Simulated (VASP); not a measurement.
Ir3Rh2:

```
Ir Rh
1.0
     2.71035    0.00000    0.00000
    -1.35518    2.34723    0.00000
     0.00000    0.00000   21.93577
Ir Rh
6 4
Cartesian
  0.0000 1.5648 16.4518
  0.0000 1.5648 3.2904
  0.0000 1.5648 7.6775
  1.3552 0.7824 18.6454
  1.3552 0.7824 5.4839
  1.3552 0.7824 14.2583
  0.0000 1.5648 20.8390
  0.0000 1.5648 12.0647
  1.3552 0.7824 1.0968
  1.3552 0.7824 9.8711
```

| Property | Result |
| --- | --- |
| Program | VASP 6.6.1 |
| Task | relaxation of cell and atoms |
| Functional | PBE |
| Potentials or basis | VASP PAW PBE potentials, release 64 (Ir, Rh_pv) |
| Cutoff | 600 eV |
| k mesh | 6 × 6 × 1 |
| Occupations | gaussian, width 0.1 eV |
| Spin | no spin polarisation |

At the start: pressure 11.2 GPa; volume 13.96 Å³/atom.

**Question.** Where does the relaxation end?

**Answer.** Over 7 steps the energy falls by 20.0 meV/atom and the volume is 14.42 Å³/atom (+3.4 %); space group P6_3/mmc (No. 194, to 0.05 Å).

The path:
```csv
step,energy change (eV),largest force (eV/Å),pressure (GPa),volume (Å³)
1,0.0000,0.1502,11.24,139.55
2,1.1547,0.2396,-24.46,160.23
3,-0.1803,0.1090,-1.00,144.79
4,-0.1806,0.1074,-0.60,144.60
5,-0.1975,0.0260,0.10,144.34
6,-0.1995,0.0472,-0.11,144.41
7,-0.1997,0.0174,0.29,144.24
```

Final structure:
```cif
data_structure
_symmetry_space_group_name_H-M 'P 1'
_symmetry_Int_Tables_number 1
_cell_length_a 2.7582
_cell_length_b 2.7582
_cell_length_c 21.8932
_cell_angle_alpha 90.000
_cell_angle_beta 90.000
_cell_angle_gamma 120.000
_cell_volume 144.24
loop_
_atom_site_label
_atom_site_type_symbol
_atom_site_fract_x
_atom_site_fract_y
_atom_site_fract_z
_atom_site_occupancy
Ir1 Ir 0.33333 0.66667 0.75000 1
Ir2 Ir 0.33333 0.66667 0.14989 1
Ir3 Ir 0.33333 0.66667 0.35011 1
Ir4 Ir 0.66667 0.33333 0.85011 1
Ir5 Ir 0.66667 0.33333 0.25000 1
Ir6 Ir 0.66667 0.33333 0.64989 1
Rh1 Rh 0.33333 0.66667 0.94972 1
Rh2 Rh 0.33333 0.66667 0.55028 1
Rh3 Rh 0.66667 0.33333 0.05028 1
Rh4 Rh 0.66667 0.33333 0.44972 1
```

Caveat: the k points lie up to 0.44 Å⁻¹ apart in the final cell.
